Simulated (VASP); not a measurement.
**Cd: relaxation of cell and atoms with RPBE**

The system is Cd.

```
CELL_PARAMETERS angstrom
3.12529 0.00000 0.00000
-1.56265 2.70658 0.00000
0.00000 0.00000 10.20721
ATOMIC_POSITIONS crystal
Cd 0.00000 0.00000 0.00000
Cd 0.00000 0.00000 0.50000
Cd 0.33333 0.66667 0.25000
Cd 0.66667 0.33333 0.75000
```

```yaml
Program: VASP 6.6.1
Task: relaxation of cell and atoms
Functional: RPBE
Potentials_or_basis: VASP PAW PBE potentials, release 64 (Cd)
Cutoff: 600 eV
k_mesh: 12 × 12 × 3
Occupations: fermi-dirac, width 0.1 eV
Spin: no spin polarisation
Dipole_correction: no
Further_INCAR_settings: ALGO = Normal; EDIFF = 1e-06; IBRION = 2; EDIFFG = -0.01; NSW = 80; ISIF = 3
```

```json
{
 "Relaxed volume": "24.41 Å³/atom",
 "Relaxed cell": "a = 3.253 Å, b = 3.253 Å, c = 10.655 Å, α = 90.00°, β = 90.00°, γ = 120.00°",
 "Space group after relaxing (to 0.1 Å)": "P6_3/mmc (No. 194)",
 "Energy gained by relaxing": "42.0 meV/atom",
 "Ionic steps": "10",
 "Pressure after relaxing": "0.1 GPa",
 "Band gap on the k mesh": "zero (bands 24 and 25 overlap by 2.80 eV)"
}
```

The path:
```
step  energy change (eV)  largest force (eV/Å)  pressure (GPa)  volume (Å³)
   1              0.0000                0.0000            5.47        86.34
   2             -0.1645                0.0000            0.61        95.88
   3             -0.1678                0.0000           -0.06        97.93
   4             -0.1678                0.0000           -0.04        97.68
   5             -0.1675                0.0000            0.05        97.16
   6             -0.1678                0.0000            0.08        97.44
   7             -0.1678                0.0000            0.09        97.44
   8             -0.1678                0.0000            0.05        97.46
   9             -0.1679                0.0000            0.07        97.51
  10             -0.1679                0.0000            0.06        97.63
```

Final structure:
```yaml
crystal:
  lattice:
    - [3.25282, 0.00000, 0.00000]
    - [-1.62641, 2.81702, 0.00000]
    - [0.00000, 0.00000, 10.65453]
  atoms:
    - { symbol: Cd, position: [0.00000, 0.00000, 0.00000] }
    - { symbol: Cd, position: [0.00000, 0.00000, 0.50000] }
    - { symbol: Cd, position: [0.33333, 0.66667, 0.25000] }
    - { symbol: Cd, position: [0.66667, 0.33333, 0.75000] }
```

Levels at points of the mesh, in eV from the Fermi level:
| k point | band 21 | band 22 | band 23 | band 24 | band 25 | band 26 | band 27 | band 28 |
| --- | --- | --- | --- | --- | --- | --- | --- | --- |
| (0.00, 0.00, 0.00) | -8.06 | -6.50 | -6.49 | -1.98 | -1.56 | 5.65 | 5.65 | 11.54 |
| (0.50, 0.00, 0.00) | -2.44 | -2.42 | -1.42 | -1.26 | -0.71 | -0.48 | 2.81 | 3.12 |

Run time: 5.9 min on 1 thread of Intel(R) Xeon(R) Platinum 8488C (Sapphire Rapids), with other jobs on the host, peak memory 0.29 GiB.

Caveat: the PAW data sets were made with another functional, which shifts forces and pressure a little.
